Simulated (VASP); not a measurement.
Wanted: the native input for a VASP 6.6.1 run.

| Property | Result |
| --- | --- |
| Task | single point |
| Functional | r2SCAN |
| Potentials or basis | VASP PAW PBE potentials, release 64 (Ga_d, P) |
| Cutoff | 520 eV |
| k mesh | 8 × 8 × 8 |
| Occupations | gaussian, width 0.01 eV |
| Spin | no spin polarisation |
| Dipole correction | no |
| Further INCAR settings | ALGO = Normal; EDIFF = 1e-06; NBANDS = 16 |

Crystal: GaP.

```
Ga P
1.0
     2.66416    2.66416    0.00000
    -2.66416    2.66416    0.00000
     0.00000    2.66416    2.66416
Ga P
1 1
Direct
  0.00000 0.00000 0.00000
  0.75000 0.25000 0.50000
```

One way to write it, as run:

POSCAR

```
GaP
1.0
    2.6641572022      2.6641572022      0.0000000000
   -2.6641572022      2.6641572022      0.0000000000
    0.0000000000      2.6641572022      2.6641572022
Ga P
1 1
Direct
    0.0000000000      0.0000000000      0.0000000000
    0.7500000000      0.2500000000      0.5000000000
```

INCAR.step1

```
  PREC = Accurate
  ENCUT = 520
  ISMEAR = 0
  SIGMA = 0.01
  LREAL = False
  LASPH = True
  NELM = 100
  NBANDS = 16
  GGA = PE
  ALGO = Normal
  EDIFF = 1E-4
  LWAVE = True
  LCHARG = False
```

INCAR.step2

```
  PREC = Accurate
  ENCUT = 520
  EDIFF = 1E-6
  ISMEAR = 0
  SIGMA = 0.01
  LREAL = False
  LASPH = True
  NELM = 100
  ALGO = Normal
  ISIF = 2
  LWAVE = False
  LCHARG = False
  METAGGA = R2SCAN
  LMIXTAU = True
  NBANDS = 16
  ISTART = 1
```

KPOINTS

```
Automatic mesh
0
Gamma
  8 8 8
```

Potentials or basis: VASP PAW PBE potentials, release 64 (Ga_d, P).

Launch:

```console
$ cat potpaw_PBE.64/Ga_d/POTCAR potpaw_PBE.64/P/POTCAR > POTCAR
$ cp INCAR.step1 INCAR
$ mpirun -np 1 vasp_std > vasp.out
$ cp INCAR.step2 INCAR
$ mpirun -np 1 vasp_std > vasp.out
```

Results of the run:

```
Pressure               : 7.0 GPa
Band gap on the k mesh : 1.76 eV, indirect (least direct gap 2.95 eV)
```

Caveat: the PAW data sets were made with another functional, which shifts forces and pressure a little.

It took 99 s on 1 thread of Intel Xeon 8259CL, with other jobs on the host, peak memory 0.17 GiB.
